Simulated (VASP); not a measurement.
Write the native input for VASP 6.6.1 that does the following.

* Task: single point
* Functional: LDA
* Potentials or basis: VASP PAW LDA potentials, release 64 (C, H)
* Cutoff: 520 eV
* k mesh: 2 × 2 × 2
* Occupations: fermi-dirac, width 0.02 eV
* Spin: collinear spin
* Starting moments: [0.0, 0.0, 0.0, 0.0, 0.07, 0.0, 0.0, 0.0, 0.0, 0.0, 0.0, 0.0, 0.0, 0.0, 0.0, 0.0, 0.26] μB
* Dipole correction: no
* Further INCAR settings: LREAL = Auto; ALGO = Normal; EDIFF = 1e-07; NBANDS = 50

The structure of HC16 (a cell with a defect) lies in POSCAR:

```
HC16
1.0
    0.0000000000      3.5700000000      3.5700000000
    3.5700000000      0.0000000000      3.5700000000
    3.5700000000      3.5700000000      0.0000000000
C H
16 1
Direct
   -0.0062605042     -0.0000140056     -0.0039355742
    0.1302100840      0.1067086835      0.1392296919
   -0.0138235294      0.0036834734      0.5088935574
    0.1221568627      0.1170588235      0.6367787115
    0.0008963585      0.4969747899     -0.0036694678
    0.1302801120      0.6126050420      0.1135014006
    0.0112605042      0.4830532213      0.5053781513
    0.1266246499      0.6086414566      0.6397619048
    0.5203501401      0.0065686275     -0.0199299720
    0.6286554622      0.1135574230      0.1234733894
    0.5067226891     -0.0247338936      0.5133893557
    0.6307983193      0.1133193277      0.6239075630
    0.5089075630      0.4935574230      0.0011484594
    0.6240476190      0.5993977591      0.1390056022
    0.5032212885      0.4799439776      0.5140056022
    0.6342016807      0.6156302521      0.6241176471
    0.2922829132      0.8260364146      0.2033753501
```

One way to write it, as run:

INCAR

```
PREC = Accurate
ENCUT = 520
EDIFF = 1E-7
ISMEAR = -1
SIGMA = 0.02
LREAL = Auto
LASPH = T
NELM = 150
ALGO = Normal
ISIF = 2
LWAVE = F
LCHARG = T
ISPIN = 2
MAGMOM = 0 0 0 0 0.07 0 0 0 0 0 0 0 0 0 0 0 0.26
LORBIT = 11
LELF = T
LVHAR = T
NBANDS = 50
```

KPOINTS

```
regular mesh
0
Gamma
  2 2 2
```

Potentials or basis: VASP PAW LDA potentials, release 64 (C, H).

Run with:

```sh
$ cat potpaw_LDA.64/C/POTCAR potpaw_LDA.64/H/POTCAR > POTCAR
$ mpirun -np 1 vasp_std > vasp.out
```

It gave:

The pressure is 5.7 GPa, the largest force is 3.238 eV/Å and the net moment is 0.00 μB per cell. The valence electrons inside the program's atomic spheres are C 2.59, 2.57, 2.58, 2.60, 2.62, 2.54, 2.56, 2.67; H 0.67.

Caveat: the k points lie up to 0.76 Å⁻¹ apart.

Run time: 85 s on 1 thread of AMD EPYC 9R45 96-Core Processor (Zen 5) (shared host), peak memory 0.2 GiB.
